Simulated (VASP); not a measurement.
# HgPd2Pt2 (P4/mbm) in VASP: single point with r2SCAN

Aim: the single point of HgPd2Pt2 with r2SCAN.

Program: VASP 6.6.1. These are calculated values, not measurements. Logs are shortened: lines on timing, memory, paths and dates and some standing lists are left out, and cuts for length are marked.

### 1 The cell of the first run

It takes space group P4/mbm (No. 127, tetragonal). Conventional cell: a = 7.004 Å, b = 7.004 Å, c = 3.371 Å, α = 90.00°, β = 90.00°, γ = 90.00°. Pd (site symmetry m2m) has 3 Pd at 2.49 to 3.37 Å and 6 Pt at 2.59 to 2.72 Å and 2 Hg at 2.77 Å within 3.4 Å. Within 3.5 Å of Pt (site symmetry m2m) lie 6 Pd at 2.59 to 2.72 Å and 4 Hg at 3.08 Å and 3 Pt at 3.37 to 3.49 Å. Within 3.6 Å of Hg (site symmetry 4/m) lie 4 Pd at 2.77 Å and 8 Pt at 3.08 Å and 2 Hg at 3.37 Å.

### 2 Single point, r2SCAN

Input file POSCAR:

```
HgPd2Pt2
1.0
    7.0038100000      0.0000000000      0.0000000000
    0.0000000000      7.0038100000      0.0000000000
    0.0000000000      0.0000000000      3.3709490000
Pd Pt Hg
4 4 2
Direct
    0.3745000000      0.8745000000      0.0000000000
    0.1255000000      0.3745000000      0.0000000000
    0.6255000000      0.1255000000      0.0000000000
    0.8745000000      0.6255000000      0.0000000000
    0.1760000000      0.6760000000      0.5000000000
    0.3240000000      0.1760000000      0.5000000000
    0.8240000000      0.3240000000      0.5000000000
    0.6760000000      0.8240000000      0.5000000000
    0.0000000000      0.0000000000      0.0000000000
    0.5000000000      0.5000000000      0.0000000000
```

Input file INCAR.step1:

```
PREC     = Accurate       # precision mode
ENCUT    = 690            # plane-wave cutoff, eV
ISMEAR   = -1             # smearing method
SIGMA    = 0.1            # smearing width, eV
LREAL    = False          # projectors in reciprocal space
LASPH    = True           # aspherical terms in the spheres
NELM     = 120            # most SCF steps
NBANDS   = 103            # bands
GGA      = PE             # functional
ALGO     = Normal         # electronic algorithm
EDIFF    = 1E-5           # SCF threshold, eV
LWAVE    = True           # write WAVECAR
LCHARG   = False          # write CHGCAR
GGA_COMPAT= False
```

Input file INCAR.step2:

```
PREC     = Accurate       # precision mode
ENCUT    = 690            # plane-wave cutoff, eV
EDIFF    = 1E-6           # SCF threshold, eV
ISMEAR   = -1             # smearing method
SIGMA    = 0.1            # smearing width, eV
LREAL    = False          # projectors in reciprocal space
LASPH    = True           # aspherical terms in the spheres
NELM     = 120            # most SCF steps
ALGO     = Normal         # electronic algorithm
ISIF     = 2              # what is computed and relaxed
LWAVE    = False          # write WAVECAR
LCHARG   = False          # write CHGCAR
METAGGA  = R2SCAN         # meta-GGA
LMIXTAU  = True         
NBANDS   = 103            # bands
ISTART   = 1            
GGA_COMPAT= False
```

Input file KPOINTS:

```
regular mesh
0
Gamma
  3 3 5
```

Potentials or basis: VASP PAW PBE potentials, release 64 (Pd_sv_GW, Pt_sv_GW, Hg_sv_GW).

On the command line:

```
> cat potpaw_PBE.64/Pd_sv_GW/POTCAR potpaw_PBE.64/Pt_sv_GW/POTCAR potpaw_PBE.64/Hg_sv_GW/POTCAR > POTCAR
> cp INCAR.step1 INCAR
> mpirun -np 1 vasp_std > vasp.out
> cp INCAR.step2 INCAR
> mpirun -np 1 vasp_std > vasp.out
```

OUTCAR:

```text
PREC = Accurate
   ENCUT = 690
   EDIFF = 1E-6
   ISMEAR = -1
   LREAL = False
   LASPH = True
   NELM = 120
   ISIF = 2
   METAGGA = R2SCAN
   ISTART = 1

 ion  position               nearest neighbor table
   1  0.374  0.874  0.000-   3 2.49   5 2.59   5 2.59   8 2.72   6 2.72   6 2.72   8 2.72  10 2.77
                             9 2.77
   2  0.126  0.374  0.000-   4 2.49   6 2.59   6 2.59   7 2.72   5 2.72   5 2.72   7 2.72  10 2.77
                             9 2.77
   3  0.626  0.126  0.000-   1 2.49   7 2.59   7 2.59   8 2.72   6 2.72   6 2.72   8 2.72  10 2.77
                             9 2.77
   4  0.874  0.626  0.000-   2 2.49   8 2.59   8 2.59   5 2.72   5 2.72   7 2.72   7 2.72  10 2.77
                             9 2.77
   5  0.176  0.676  0.500-   1 2.59   1 2.59   4 2.72   2 2.72   2 2.72   4 2.72  10 3.08   9 3.08
                             9 3.08  10 3.08
   6  0.324  0.176  0.500-   2 2.59   2 2.59   3 2.72   1 2.72   1 2.72   3 2.72  10 3.08   9 3.08
                             9 3.08  10 3.08
   7  0.824  0.324  0.500-   3 2.59   3 2.59   4 2.72   2 2.72   2 2.72   4 2.72  10 3.08   9 3.08
                             9 3.08  10 3.08
   8  0.676  0.824  0.500-   4 2.59   4 2.59   1 2.72   1 2.72   3 2.72   3 2.72  10 3.08   9 3.08
                             9 3.08  10 3.08
   9  0.000  0.000  0.000-   1 2.77   2 2.77   3 2.77   4 2.77   5 3.08   6 3.08   7 3.08   8 3.08
                             5 3.08   6 3.08   7 3.08   8 3.08
  10  0.500  0.500  0.000-   1 2.77   2 2.77   3 2.77   4 2.77   5 3.08   6 3.08   7 3.08   8 3.08
                             5 3.08   6 3.08   7 3.08   8 3.08

  LATTYP: Found a simple tetragonal cell.
 ALAT       =     7.0038100000
 C/A-ratio  =     0.4813021770

  Lattice vectors:

 A1 = (   7.0038100000,   0.0000000000,   0.0000000000)
 A2 = (   0.0000000000,   7.0038100000,   0.0000000000)
 A3 = (   0.0000000000,   0.0000000000,   3.3709490000)

Analysis of symmetry for initial positions (statically):
=====================================================================
 Subroutine PRICEL returns:
 Original cell was already a primitive cell.

 Routine SETGRP: Setting up the symmetry group for a
 simple tetragonal supercell.

 Subroutine GETGRP returns: Found 16 space group operations
 (whereof  8 operations were pure point group operations)
 out of a pool of 16 trial point group operations.

The static configuration has the point symmetry C_4h.
 The point group associated with its full space group is D_4h.

Analysis of symmetry for dynamics (positions and initial velocities):
=====================================================================
 Subroutine PRICEL returns:
 Original cell was already a primitive cell.

 Routine SETGRP: Setting up the symmetry group for a
 simple tetragonal supercell.

 Subroutine GETGRP returns: Found 16 space group operations
 (whereof  8 operations were pure point group operations)
 out of a pool of 16 trial point group operations.

The dynamic configuration has the point symmetry C_4h.
 The point group associated with its full space group is D_4h.

 Subroutine INISYM returns: Found 16 space group operations
 (whereof  8 operations are pure point group operations),
 and found     1 'primitive' translations

----------------------------------------------------------------------------------------

                                     Primitive cell

  volume of cell :     165.3564

  direct lattice vectors                    reciprocal lattice vectors
     7.003810000  0.000000000  0.000000000     0.142779430  0.000000000  0.000000000
     0.000000000  7.003810000  0.000000000     0.000000000  0.142779430  0.000000000
     0.000000000  0.000000000  3.370949000     0.000000000  0.000000000  0.296652367

  length of vectors
     7.003810000  7.003810000  3.370949000     0.142779430  0.142779430  0.296652367

  position of ions in fractional coordinates (direct lattice)
     0.374500000  0.874500000  0.000000000
     0.125500000  0.374500000  0.000000000
     0.625500000  0.125500000  0.000000000
     0.874500000  0.625500000  0.000000000
     0.176000000  0.676000000  0.500000000
     0.324000000  0.176000000  0.500000000
     0.824000000  0.324000000  0.500000000
     0.676000000  0.824000000  0.500000000
     0.000000000  0.000000000  0.000000000
     0.500000000  0.500000000  0.000000000

  ion indices of the primitive-cell ions
   primitive index   ion index
                 1           1
                 2           2
                 3           3
                 4           4
                 5           5
                 6           6
                 7           7
                 8           8
                 9           9
                10          10

----------------------------------------------------------------------------------------

 KPOINTS: regular mesh

Automatic generation of k-mesh.
 Grid dimensions read from file:
 generate k-points for:    3    3    5

 Generating k-lattice:

  Cartesian coordinates                     Fractional coordinates (reciprocal lattice)
     0.047593143  0.000000000  0.000000000     0.333333333  0.000000000  0.000000000
     0.000000000  0.047593143  0.000000000     0.000000000  0.333333333  0.000000000
     0.000000000  0.000000000  0.059330473     0.000000000  0.000000000  0.200000000

  Length of vectors
     0.047593143  0.047593143  0.059330473

  Shift w.r.t. Gamma in fractional coordinates (k-lattice)
     0.000000000  0.000000000  0.000000000

 Subroutine IBZKPT returns following result:
 ===========================================

 Found      9 irreducible k-points:

 Following reciprocal coordinates:
            Coordinates               Weight
  0.000000  0.000000  0.000000      1.000000
  0.333333  0.000000  0.000000      4.000000
  0.333333  0.333333  0.000000      4.000000
  0.000000  0.000000  0.200000      2.000000
  0.333333  0.000000  0.200000      8.000000
  0.333333  0.333333  0.200000      8.000000
  0.000000  0.000000  0.400000      2.000000
  0.333333  0.000000  0.400000      8.000000
  0.333333  0.333333  0.400000      8.000000
   k-points           NKPTS =      9   k-points in BZ     NKDIM =      9   number of bands    NBANDS=    103
   number of dos      NEDOS =    301   number of ions     NIONS =     10
   total plane-waves  NPLWV = 108000
   dimension x,y,z NGX =    60 NGY =   60 NGZ =   30
   dimension x,y,z NGXF=   120 NGYF=  120 NGZF=   60
   ions per type =               4   4   2
   NGX,Y,Z   is equivalent  to a cutoff of  14.24, 14.24, 14.80 a.u.
   NGXF,Y,Z  is equivalent  to a cutoff of  28.48, 28.48, 29.59 a.u.
 SYSTEM =  unknown system
   PREC   = accura    normal or accurate (medium, high low for compatibility)
   ISTART =      1    job   : 0-new  1-cont  2-samecut
   ICHARG =      0    charge: 1-file 2-atom 10-const
   ISPIN  =      1    spin polarized calculation?
   LNONCOLLINEAR =      F non collinear calculations
   LSORBIT =      F    spin-orbit coupling
   LASPH  =      T    aspherical Exc in radial PAW
   ENCUT  =  690.0 eV  50.71 Ry    7.12 a.u.  15.00 15.00  7.22*2*pi/ulx,y,z
   NELM   =    120;   NELMIN=  2; NELMDL=  0     # of ELM steps
   EDIFF  = 0.1E-05   stopping-criterion for ELM
   LREAL  =      F    real-space projection
   EDIFFG = 0.1E-04   stopping-criterion for IOM
   NSW    =      0    number of steps for IOM
   IBRION =     -1    ionic relax: 0-MD 1-quasi-New 2-CG
   NFREE  =      0    steps in history (QN), initial steepest desc. (CG)
   ISIF   =      2    stress and relaxation
   ISYM   =      2    0-nonsym 1-usesym 2-fastsym
   POTIM  = 0.5000    time-step for ionic-motion
   TEBEG  =    0.0;   TEEND  =   0.0 temperature during run
   PSTRESS=    0.0 pullay stress
   NELECT =     184.0000    total number of electrons
   NUPDOWN=      -1.0000    fix difference up-down
   EMIN   =  10.00;   EMAX   =-10.00  energy-range for DOS
   EFERMI =   0.00;   METHOD = LEGACY
   ISMEAR =    -1;   SIGMA  =   0.10  broadening in eV -4-tet -1-fermi 0-gaus
   EFERMI_NEDOS =   21; number of points for ismear=-14 and -15
   IALGO  =     38    algorithm
   IMIX   =      4    mixing-type and parameters
     AMIX     =   0.40;   BMIX     =  1.00
     AMIX_MAG =   1.60;   BMIX_MAG =  1.00
  volume/ion in A,a.u.               =      16.54       111.59
  Fermi-wavevector in a.u.,A,eV,Ry     =   1.696448  3.205821 39.156680  2.877935
  Thomas-Fermi vector in A             =   2.777309
   LORBIT       =      0    0 simple, 1 ext, 2 COOP (PROOUT), +10 PAW based schemes
   METAGGA = R2SCAN    functional components
   LHFCALC =     F    Hartree Fock is set to
   AEXX    =    0.0000 exact exchange contribution
   IVDW    =     0    specifies the selected vdW correction
   LEPSILON=     F    determine dielectric tensor
   LRPA    =     F    only Hartree local field effects (RPA)
 non-spin polarized calculation
  energy-cutoff  :      690.00
  volume of cell :      165.36
 maximum number of plane-waves:      6827
   NGX = 31   NGY = 31   NGZ = 15

 number of electron     183.9999980 magnetization

 Free energy of the ion-electron system (eV)
  ---------------------------------------------------
  ext. energy  EPLUGINS =         0.00000000
  ---------------------------------------------------
  free energy    TOTEN  =      -388.24345479 eV

  energy without entropy =     -387.96109132  energy(sigma->0) =     -388.10227305

 E-fermi :   8.3319     XC(G=0): -14.0951

 val. band max:        8.2533128349   @ k =   0.0000   0.0000   0.0000
 cond. band min:       8.3326016416   @ k =   0.0000   0.0000   0.4000
 fundamental gap:      0.0792888067
 Fermi energy:         8.3318896906

 k-point     1 :       0.0000    0.0000    0.0000
  band No.  band energies     occupation
      1    -109.0017      2.00000
      2    -109.0016      2.00000
      3     -91.4468      2.00000
      4     -91.4464      2.00000
      5     -91.4464      2.00000
      6     -91.4464      2.00000
[... 943 lines left out ...]
    102      14.2305      0.00000
    103      14.6822      0.00000

------------------------ aborting loop because EDIFF is reached ----------------------------------------

  FORCE on cell =-STRESS in cart. coord.  units (eV):
  Direction    XX          YY          ZZ          XY          YZ          ZX
  --------------------------------------------------------------------------------------
  -------------------------------------------------------------------------------------
  Total        7.1132331      7.1132331      2.0979858      0.0000000     -0.0000000     -0.0000000
  in kB       68.9218187     68.9218187     20.3278864      0.0000000     -0.0000000     -0.0000000
  external PRESSURE =      52.7238412 kB  Pullay stress =       0.0000000 kB

 VOLUME and BASIS-vectors are now :
 -----------------------------------------------------------------------------
  energy-cutoff  :      690.00
  volume of cell :      165.36
      direct lattice vectors                 reciprocal lattice vectors
     7.003810000  0.000000000  0.000000000     0.142779430  0.000000000  0.000000000
     0.000000000  7.003810000  0.000000000     0.000000000  0.142779430  0.000000000
     0.000000000  0.000000000  3.370949000     0.000000000  0.000000000  0.296652367

 POSITION                                       TOTAL-FORCE (eV/Angst)
 -----------------------------------------------------------------------------------
      2.62293      6.12483      0.00000        -0.653895     -0.653895     -0.000000
      0.87898      2.62293      0.00000         0.653895     -0.653895      0.000000
      4.38088      0.87898      0.00000         0.653895      0.653895      0.000000
      6.12483      4.38088      0.00000        -0.653895      0.653895     -0.000000
      1.23267      4.73458      1.68547        -0.440822     -0.440822     -0.000000
      2.26923      1.23267      1.68547         0.440822     -0.440822      0.000000
      5.77114      2.26923      1.68547         0.440822      0.440822      0.000000
      4.73458      5.77114      1.68547        -0.440822      0.440822     -0.000000
      0.00000      0.00000      0.00000        -0.000000      0.000000     -0.000000
      3.50190      3.50190      0.00000        -0.000000      0.000000     -0.000000
 -----------------------------------------------------------------------------------
    total drift:                                0.000000      0.000000     -0.000000

  FREE ENERGIE OF THE ION-ELECTRON SYSTEM (eV)
  ---------------------------------------------------
  free  energy   TOTEN  =      -388.2434547859 eV

  energy  without entropy=     -387.9610913171  energy(sigma->0) =     -388.10227305
```

Wall time 18 min (1 thread of Intel Xeon Platinum 8375C at 2.90GHz (Ice Lake), shared host); peak memory 0.5 GiB.

What came out:

| Quantity | Value |
| --- | --- |
| Free energy | -388.2435 eV |
| Pressure | 5.3 GPa |
| Largest force | 0.925 eV/Å |

Forces on the atoms (eV/Å):
```
Pd  -0.654 -0.654  0.000
Pd   0.654 -0.654  0.000
Pd   0.654  0.654  0.000
Pd  -0.654  0.654  0.000
Pt  -0.441 -0.441  0.000
Pt   0.441 -0.441  0.000
Pt   0.441  0.441  0.000
Pt  -0.441  0.441  0.000
Hg   0.000  0.000  0.000
Hg   0.000  0.000  0.000
```

Stress tensor (GPa, compression positive):
```
6.89 0.00 0.00
0.00 6.89 0.00
0.00 0.00 2.03
```

Levels at points of the mesh, in eV from the Fermi level:
```
           k point  band 89  band 90  band 91  band 92  band 93  band 94  band 95  band 96
(0.00, 0.00, 0.00)    -0.55    -0.55    -0.39    -0.08     0.41     0.41     0.85     1.52
```

Caveat: the k points lie up to 0.37 Å⁻¹ apart; the PAW data sets were made with another functional, which shifts forces and pressure a little; spin-orbit coupling is left out, which moves the levels of the heavy elements.
